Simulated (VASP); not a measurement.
**Ta: single point with PBE**

The system is Ta.

```
Ta
1.0
     2.90333    0.00000    0.00000
    -1.45167    2.51436    0.00000
     0.00000    0.00000    5.13127
Ta
2
Direct
  0.33333 0.66667 0.75000
  0.66667 0.33333 0.25000
```

This isn't the form of Ta at room conditions, which is bcc.

* Program: VASP 6.6.1
* Task: single point
* Functional: PBE
* Potentials or basis: VASP PAW PBE potentials, release 64 (Ta_pv)
* Cutoff: 520 eV
* k mesh: 16 × 16 × 10
* Occupations: gaussian, width 0.05 eV
* Spin: no spin polarisation
* Dipole correction: no
* Further INCAR settings: ALGO = Normal; EDIFF = 1e-07; NBANDS = 18

```yaml
Pressure: 0.1 GPa
Band_gap_on_the_k_mesh: zero (bands 11 and 12 overlap by 2.21 eV)
```

Levels at points of the mesh, in eV from the Fermi level:
```tsv
k point	band 8	band 9	band 10	band 11	band 12	band 13	band 14	band 15
(0.00, 0.00, 0.00)	-4.88	-0.47	-0.04	0.60	0.60	1.19	1.19	2.94
(0.50, 0.00, 0.00)	-3.82	-3.31	-0.48	-0.30	0.56	0.83	5.61	6.40
(0.00, 0.00, 0.50)	-6.32	-1.12	-1.12	0.65	0.65	0.65	0.65	4.43
(0.50, 0.00, 0.50)	-4.31	-2.26	-2.26	1.49	1.49	2.59	2.59	5.60
```

It took 2.9 min on 1 thread of AMD EPYC 7R13, with other jobs on the host, peak memory 0.2 GiB.

Caveat: spin-orbit coupling is left out, which moves the levels of the heavy elements.
